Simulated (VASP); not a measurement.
# Au (I4/mmm) in VASP: single point with PBEsol

Aim: the single point of Au with PBEsol.

Program: VASP 6.6.1. These are calculated values, not measurements. Logs are shortened: lines on timing, memory, paths and dates and some standing lists are left out, and cuts for length are marked.

### 1 The cell of the first run

It takes space group I4/mmm (No. 139, tetragonal). The conventional cell has a = 2.974 Å, b = 2.974 Å, c = 4.023 Å, α = 90.00°, β = 90.00°, γ = 90.00°. Within 3.8 Å of Au (site symmetry 4/mmm) lie 12 Au at 2.91 to 2.97 Å.

### 2 Single point, PBEsol (strain +0.030 along x and y, -0.015 along z)

File INCAR:

```
PREC = Accurate ; ENCUT = 520
EDIFF = 1E-7 ; ISMEAR = 0
SIGMA = 0.15 ; LREAL = F
LASPH = T ; NELM = 60
ALGO = Fast ; ISIF = 2
LWAVE = F ; LCHARG = F
GGA = PS ; NBANDS = 12
```

File KPOINTS:

```
Automatic mesh
0
Gamma
  26 26 26
```

File POSCAR:

```
Au
1.0
    0.0000000000      2.1031924167      2.0113053693
    2.1031924167      0.0000000000      2.0113053693
    2.1031924167      2.1031924167      0.0000000000
Au
1
Direct
    0.0000000000      0.0000000000      0.0000000000
```

Potentials or basis: VASP PAW PBE potentials, release 64 (Au).

Command:

```bash
$ cat potpaw_PBE.64/Au/POTCAR > POTCAR
$ mpirun -np 1 vasp_std > vasp.out
```

OUTCAR:

```text
PREC = Accurate
   ENCUT = 520
   EDIFF = 1E-7
   ISMEAR = 0
   LREAL = F
   LASPH = T
   NELM = 60
   ISIF = 2
   GGA = PS

 ion  position               nearest neighbor table
   1  0.000  0.000  0.000-

  LATTYP: Found a body centered tetragonal cell.
 ALAT       =     2.9743632400
 C/A-ratio  =     1.3524275329

  Lattice vectors:

 A1 = (   0.0000000000,  -2.1031924167,  -2.0113053693)
 A2 = (   0.0000000000,   2.1031924167,  -2.0113053693)
 A3 = (   2.1031924167,   0.0000000000,   2.0113053693)

Analysis of symmetry for initial positions (statically):
=====================================================================
 Subroutine PRICEL returns:
 Original cell was already a primitive cell.

 Routine SETGRP: Setting up the symmetry group for a
 body centered tetragonal supercell.

 Subroutine GETGRP returns: Found 16 space group operations
 (whereof 16 operations were pure point group operations)
 out of a pool of 16 trial point group operations.

The static configuration has the point symmetry D_4h.

Analysis of symmetry for dynamics (positions and initial velocities):
=====================================================================
 Subroutine PRICEL returns:
 Original cell was already a primitive cell.

 Routine SETGRP: Setting up the symmetry group for a
 body centered tetragonal supercell.

 Subroutine GETGRP returns: Found 16 space group operations
 (whereof 16 operations were pure point group operations)
 out of a pool of 16 trial point group operations.

The dynamic configuration has the point symmetry D_4h.

 Subroutine INISYM returns: Found 16 space group operations
 (whereof 16 operations are pure point group operations),
 and found     1 'primitive' translations

----------------------------------------------------------------------------------------

                                     Primitive cell

  volume of cell :      17.7937

  direct lattice vectors                    reciprocal lattice vectors
     0.000000000  2.103192417  2.011305369    -0.237733835  0.237733835  0.248594772
     2.103192417  0.000000000  2.011305369     0.237733835 -0.237733835  0.248594772
     2.103192417  2.103192417  0.000000000     0.237733835  0.237733835 -0.248594772

  length of vectors
     2.910114711  2.910114711  2.974363240     0.418131694  0.418131694  0.418131694

  position of ions in fractional coordinates (direct lattice)
     0.000000000  0.000000000  0.000000000

  ion indices of the primitive-cell ions
   primitive index   ion index
                 1           1

----------------------------------------------------------------------------------------

 KPOINTS: Automatic mesh

Automatic generation of k-mesh.
 Grid dimensions read from file:
 generate k-points for:   26   26   26

 Generating k-lattice:

  Cartesian coordinates                     Fractional coordinates (reciprocal lattice)
    -0.009143609  0.009143609  0.009561337     0.038461538  0.000000000  0.000000000
     0.009143609 -0.009143609  0.009561337     0.000000000  0.038461538  0.000000000
     0.009143609  0.009143609 -0.009561337     0.000000000  0.000000000  0.038461538

  Length of vectors
     0.016081988  0.016081988  0.016081988

  Shift w.r.t. Gamma in fractional coordinates (k-lattice)
     0.000000000  0.000000000  0.000000000

 Subroutine IBZKPT returns following result:
 ===========================================

 Found   1330 irreducible k-points:

 Following reciprocal coordinates:
            Coordinates               Weight
  0.000000  0.000000  0.000000      1.000000
  0.038462  0.000000  0.000000      8.000000
  0.076923  0.000000  0.000000      8.000000
  0.115385  0.000000  0.000000      8.000000
  0.153846  0.000000  0.000000      8.000000
  0.192308  0.000000  0.000000      8.000000
[... 16 lines left out ...]
  0.346154  0.038462  0.000000      8.000000
  0.384615  0.038462  0.000000      8.000000
 [... further k-points ...]
   k-points           NKPTS =   1330   k-points in BZ     NKDIM =   1330   number of bands    NBANDS=     12
   number of dos      NEDOS =    301   number of ions     NIONS =      1
   total plane-waves  NPLWV =  13824
   dimension x,y,z NGX =    24 NGY =   24 NGZ =   24
   dimension x,y,z NGXF=    48 NGYF=   48 NGZF=   48
   ions per type =               1
   NGX,Y,Z   is equivalent  to a cutoff of  13.71, 13.71, 13.41 a.u.
   NGXF,Y,Z  is equivalent  to a cutoff of  27.42, 27.42, 26.83 a.u.
 SYSTEM =  unknown system
   PREC   = accura    normal or accurate (medium, high low for compatibility)
   ISTART =      0    job   : 0-new  1-cont  2-samecut
   ICHARG =      2    charge: 1-file 2-atom 10-const
   ISPIN  =      1    spin polarized calculation?
   LNONCOLLINEAR =      F non collinear calculations
   LSORBIT =      F    spin-orbit coupling
   LASPH  =      T    aspherical Exc in radial PAW
   ENCUT  =  520.0 eV  38.22 Ry    6.18 a.u.   5.41  5.41  5.53*2*pi/ulx,y,z
   NELM   =     60;   NELMIN=  2; NELMDL= -5     # of ELM steps
   EDIFF  = 0.1E-06   stopping-criterion for ELM
   LREAL  =      F    real-space projection
   EDIFFG = 0.1E-05   stopping-criterion for IOM
   NSW    =      0    number of steps for IOM
   IBRION =     -1    ionic relax: 0-MD 1-quasi-New 2-CG
   NFREE  =      0    steps in history (QN), initial steepest desc. (CG)
   ISIF   =      2    stress and relaxation
   ISYM   =      2    0-nonsym 1-usesym 2-fastsym
   POTIM  = 0.5000    time-step for ionic-motion
   TEBEG  =    0.0;   TEEND  =   0.0 temperature during run
   PSTRESS=    0.0 pullay stress
   NELECT =      11.0000    total number of electrons
   NUPDOWN=      -1.0000    fix difference up-down
   EMIN   =  10.00;   EMAX   =-10.00  energy-range for DOS
   EFERMI =   0.00;   METHOD = LEGACY
   ISMEAR =     0;   SIGMA  =   0.15  broadening in eV -4-tet -1-fermi 0-gaus
   EFERMI_NEDOS =   21; number of points for ismear=-14 and -15
   IALGO  =     68    algorithm
   IMIX   =      4    mixing-type and parameters
     AMIX     =   0.40;   BMIX     =  1.00
     AMIX_MAG =   1.60;   BMIX_MAG =  1.00
  volume/ion in A,a.u.               =      17.79       120.08
  Fermi-wavevector in a.u.,A,eV,Ry     =   1.394602  2.635416 26.462184  1.944916
  Thomas-Fermi vector in A             =   2.518135
   LORBIT       =      0    0 simple, 1 ext, 2 COOP (PROOUT), +10 PAW based schemes
   GGA     = PS    functional components
   LHFCALC =     F    Hartree Fock is set to
   AEXX    =    0.0000 exact exchange contribution
   IVDW    =     0    specifies the selected vdW correction
   LEPSILON=     F    determine dielectric tensor
   LRPA    =     F    only Hartree local field effects (RPA)
 non-spin polarized calculation
 RMM-DIIS sequential band-by-band and
 Gauss-broadening in eV      SIGMA  =   0.15
  energy-cutoff  :      520.00
  volume of cell :       17.79
 maximum number of plane-waves:       507
 NGX is ok and might be reduce to    24
   NGX = 11   NGY = 11   NGZ = 11

 number of electron      11.0000001 magnetization

 Free energy of the ion-electron system (eV)
  ---------------------------------------------------
  ext. energy  EPLUGINS =         0.00000000
  ---------------------------------------------------
  free energy    TOTEN  =        -3.90597596 eV

  energy without entropy =       -3.90262786  energy(sigma->0) =       -3.90430191

 E-fermi :   8.5625     XC(G=0): -12.6305

 val. band max:        8.5589625229   @ k =   0.5000   0.3077   0.1538
 cond. band min:       8.5630783214   @ k =   0.4615   0.3846   0.0385
 fundamental gap:      0.0041157985
 Fermi energy:         8.5624825758

 k-point     1 :       0.0000    0.0000    0.0000
  band No.  band energies     occupation
      1      -0.8962      2.00000
      2       4.0071      2.00000
      3       4.0071      2.00000
      4       4.3660      2.00000
      5       5.3324      2.00000
      6       5.7234      2.00000
      7      23.1521      0.00000
      8      26.6407      0.00000
      9      26.6407      0.00000
     10      27.3357      0.00000
     11      31.6340      0.00000
     12      35.2639      0.00000

 k-point     2 :       0.0385    0.0000    0.0000
  band No.  band energies     occupation
      1      -0.8463      2.00000
      2       4.0038      2.00000
      3       4.0242      2.00000
      4       4.3698      2.00000
      5       5.3271      2.00000
      6       5.7133      2.00000
      7      23.2085      0.00000
      8      26.3953      0.00000
      9      26.6966      0.00000
     10      27.2623      0.00000
     11      31.9587      0.00000
     12      34.6235      0.00000

 k-point     3 :       0.0769    0.0000    0.0000
  band No.  band energies     occupation
      1      -0.6981      2.00000
      2       3.9885      2.00000
      3       4.0721      2.00000
      4       4.3879      2.00000
      5       5.3154      2.00000
      6       5.6860      2.00000
      7      23.3585      0.00000
      8      25.6032      0.00000
      9      26.8597      0.00000
     10      27.3280      0.00000
     11      32.3221      0.00000
     12      33.8923      0.00000
[... 286 lines left out ...]
 k-point    23 :       0.3462    0.0385    0.0000
  band No.  band energies     occupation
      1       1.5074      2.00000
      2       4.1225      2.00000
      3       4.4176      2.00000
      4       4.7289      2.00000
      5       6.0889      2.00000
      6       6.2438      2.00000
      7      16.1352      0.00000
      8      23.3415      0.00000
      9      25.8326      0.00000
     10      27.7766      0.00000
     11      31.3360      0.00000
     12      31.3544      0.00000

 k-point    24 :       0.3846    0.0385    0.0000
  band No.  band energies     occupation
      1       1.6136      2.00000
      2       4.0580      2.00000
      3       4.3571      2.00000
      4       5.3050      2.00000
      5       6.4008      2.00000
      6       6.4489      2.00000
      7      14.6769      0.00000
      8      23.0230      0.00000
      9      25.3552      0.00000
     10      27.0748      0.00000
     11      31.6762      0.00000
     12      32.3358      0.00000

 [... further k-points ...]
[... 5 lines left out ...]
  --------------------------------------------------------------------------------------
  -------------------------------------------------------------------------------------
  Total       -0.8161854     -0.8161854     -0.7095102      0.0000000      0.0000000     -0.0000000
  in kB      -73.4908659    -73.4908659    -63.8856341      0.0000000      0.0000000     -0.0000000
  external PRESSURE =     -70.2891220 kB  Pullay stress =       0.0000000 kB

 VOLUME and BASIS-vectors are now :
 -----------------------------------------------------------------------------
  energy-cutoff  :      520.00
  volume of cell :       17.79
      direct lattice vectors                 reciprocal lattice vectors
     0.000000000  2.103192417  2.011305369    -0.237733835  0.237733835  0.248594772
     2.103192417  0.000000000  2.011305369     0.237733835 -0.237733835  0.248594772
     2.103192417  2.103192417  0.000000000     0.237733835  0.237733835 -0.248594772

 POSITION                                       TOTAL-FORCE (eV/Angst)
 -----------------------------------------------------------------------------------
      0.00000      0.00000      0.00000         0.000000      0.000000     -0.000000
 -----------------------------------------------------------------------------------
    total drift:                               -0.000000     -0.000000     -0.000000

  FREE ENERGIE OF THE ION-ELECTRON SYSTEM (eV)
  ---------------------------------------------------
  free  energy   TOTEN  =        -3.9059759648 eV

  energy  without entropy=       -3.9026278605  energy(sigma->0) =       -3.90430191
```

It took 2 min on 1 thread of Intel Xeon Platinum 8488C (Sapphire Rapids), shared host; peak memory 0.38 GiB.

What came out:

* Free energy: -3.9060 eV
* Pressure: -7.0 GPa

Stress tensor (GPa, compression positive):
```
-7.35  0.00  0.00
 0.00 -7.35  0.00
 0.00  0.00 -6.39
```

Levels at points of the mesh, in eV from the Fermi level:
```
           k point  band 3  band 4  band 5  band 6  band 7  band 8  band 9  band 10
(0.00, 0.00, 0.00)   -4.56   -4.20   -3.23   -2.84   14.59   18.08   18.08    18.77
(0.50, 0.00, 0.00)   -4.29   -2.00   -1.82   -0.81    2.85   13.90   16.29    17.38
(0.50, 0.50, 0.00)   -1.96   -1.60   -1.60    1.60    6.08    9.33    9.33    16.27
(0.50, 0.00, 0.50)   -1.96   -1.77   -1.49    0.85    5.09   10.08   10.16    16.98
```

Caveat: the cell differs from its parent crystal (strain +0.030 along x and y, -0.015 along z); the PAW data sets were made with another functional, which shifts forces and pressure a little; spin-orbit coupling is left out, which moves the levels of the heavy elements.
